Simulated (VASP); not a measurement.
Set up this calculation in VASP 6.6.1, as the native input.

```yaml
Task: relaxation of cell and atoms
Functional: PBE
Potentials_or_basis: VASP PAW PBE potentials, release 64 (Na_pv, F)
Cutoff: 600 eV
k_mesh: 8 × 8 × 8
Occupations: gaussian, width 0.01 eV
Spin: no spin polarisation
Dipole_correction: no
Further_INCAR_settings: ALGO = Normal; EDIFF = 1e-07; IBRION = 2; EDIFFG = -0.001; NSW = 80; ISIF = 3
```

The structure of NaF lies in POSCAR:

```
NaF
1.0
    0.0000000000      2.3504971257      2.3504971257
    2.3504971257      0.0000000000      2.3504971257
    2.3504971257      2.3504971257      0.0000000000
Na F
1 1
Direct
    0.5000000000      0.5000000000      0.5000000000
    0.0000000000      0.0000000000      0.0000000000
```

One way to write it, as run:

INCAR

```
SYSTEM = NaF
PREC     = Accurate       ! precision mode
ENCUT    = 600            ! plane-wave cutoff, eV
EDIFF    = 1E-7           ! SCF threshold, eV
ISMEAR   = 0              ! smearing method
SIGMA    = 0.01           ! smearing width, eV
LREAL    = .False.        ! projectors in reciprocal space
LASPH    = .True.         ! aspherical terms in the spheres
NELM     = 120            ! most SCF steps
ALGO     = Normal         ! electronic algorithm
ISIF     = 3              ! what is computed and relaxed
LWAVE    = .False.        ! write WAVECAR
LCHARG   = .False.        ! write CHGCAR
GGA      = PE             ! functional
IBRION   = 2              ! ionic algorithm
NSW      = 80             ! ionic steps
EDIFFG   = -0.001         ! ionic threshold
GGA_COMPAT= .False.      
NELMIN   = 4
```

KPOINTS

```
Automatic mesh
0
Gamma
  8 8 8
  0 0 0
```

Potentials or basis: VASP PAW PBE potentials, release 64 (Na_pv, F).

Command:

```sh
$ cat potpaw_PBE.64/Na_pv/POTCAR potpaw_PBE.64/F/POTCAR > POTCAR
$ mpirun -np 1 vasp_std > vasp.out
```

Results of the run:

The relaxed volume is 12.92 Å³/atom, the relaxed cell is a = 3.319 Å, b = 3.319 Å, c = 3.319 Å, α = 60.00°, β = 60.00°, γ = 60.00° and the space group after relaxing (to 0.1 Å) is Fm-3m (No. 225). The energy gained by relaxing is 0.0 meV/atom. The ionic steps are 7 and the pressure after relaxing is 0.0 GPa. The band gap on the k mesh is 6.10 eV.

It took 20 s on 1 thread of Intel(R) Xeon(R) 6975P-C (Granite Rapids) (shared host), peak memory 0.15 GiB.
